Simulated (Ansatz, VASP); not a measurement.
One calculation of Si3N4, two programs

```xyz
14
Lattice="0.0000 3.8261 3.8261 3.8261 0.0000 3.8261 3.8261 3.8261 0.0000" Properties=species:S:1:pos:R:3 pbc="T T T"
Si    2.8696    2.8696    0.9565
Si    2.8696    0.9565    2.8696
Si    0.9565    2.8696    2.8696
Si    0.9565    0.9565    0.9565
Si    5.7391    5.7391    5.7391
Si    3.8261    3.8261    3.8261
N     2.8140    2.8140    2.8140
N     6.7512    4.7270    4.7270
N     4.7270    4.7270    6.7512
N     4.7270    6.7512    4.7270
N     4.8382    4.8382    2.8140
N     4.8382    2.8140    4.8382
N     6.7512    6.7512    6.7512
N     2.8140    4.8382    4.8382
```

Alike in both runs: functional r2SCAN; k mesh 6 × 6 × 6; occupations gaussian, width 0.02 eV; no spin polarisation.

Ansatz relaxed the structure, and its values are those at the end. VASP's run is a single point on that final structure, the one shown.

|  | VASP | Ansatz |
| --- | --- | --- |
| version | VASP 6.6.1 | Ansatz 0.2.0 |
| potentials or method | VASP PAW PBE potentials, release 64 (Si, N), cutoff 520 eV | scalar-relativistic, plane waves, PAW |
| valence electrons in the cell | 64 | 64 |

```tsv
	VASP	Ansatz	Ansatz less VASP
gap on the k mesh at the Fermi level (eV)	4.16	4.17	+0.002
least direct gap on the mesh (eV)	4.18	4.18	+0.003
pressure (GPa)	10.6	10.4	-0.14
rms of the force components (eV/Å)	0.010	0.000	-0.0098
```

VASP's potentials were made for PBE, not for r2SCAN. Ansatz's warnings: stress scf threshold loose.
